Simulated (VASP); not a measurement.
Input of a VASP 6.6.1 run:

File INCAR:

```
SYSTEM = HCl
  ALGO = Normal
  EDIFF = 1E-7
  ENCUT = 520
  GGA = PS
  ISIF = 2
  ISMEAR = 0
  LASPH = .TRUE.
  LCHARG = .FALSE.
  LREAL = .FALSE.
  LWAVE = .FALSE.
  NBANDS = 11
  NELM = 100
  PREC = Accurate
  SIGMA = 0.15
```

Contents of KPOINTS:

```
k-points
0
G
  16 16 16
  0 0 0
```

File POSCAR:

```
HCl
1.0
    0.0000000000      2.6750000000      3.0048875000
    2.5150000000      0.0000000000      3.0048875000
    2.5150000000      2.6750000000      0.0000000000
H Cl
1 1
Direct
    0.0000000000      0.0000000000      0.0000000000
    0.5000000000      0.5000000000      0.5000000000
```

Potentials or basis: VASP PAW PBE potentials, release 64 (H, Cl).

Launch:

```bash
$ cat potpaw_PBE.64/H/POTCAR potpaw_PBE.64/Cl/POTCAR > POTCAR
$ mpirun -np 1 vasp_std > vasp.out
```

(1) Estimate the pressure.

(2) Predict the band gap on the k mesh.

Answers

(1) -10.5 GPa.

(2) zero (band 4 reaches -2.17 eV, above the bottom of band 5 at -2.36 eV).

Caveat: the cell differs from its parent crystal (strain +0.0525 x Voigt [0, 0, 1, 0, 0, 0]); the PAW data sets were made with another functional, which shifts forces and pressure a little.
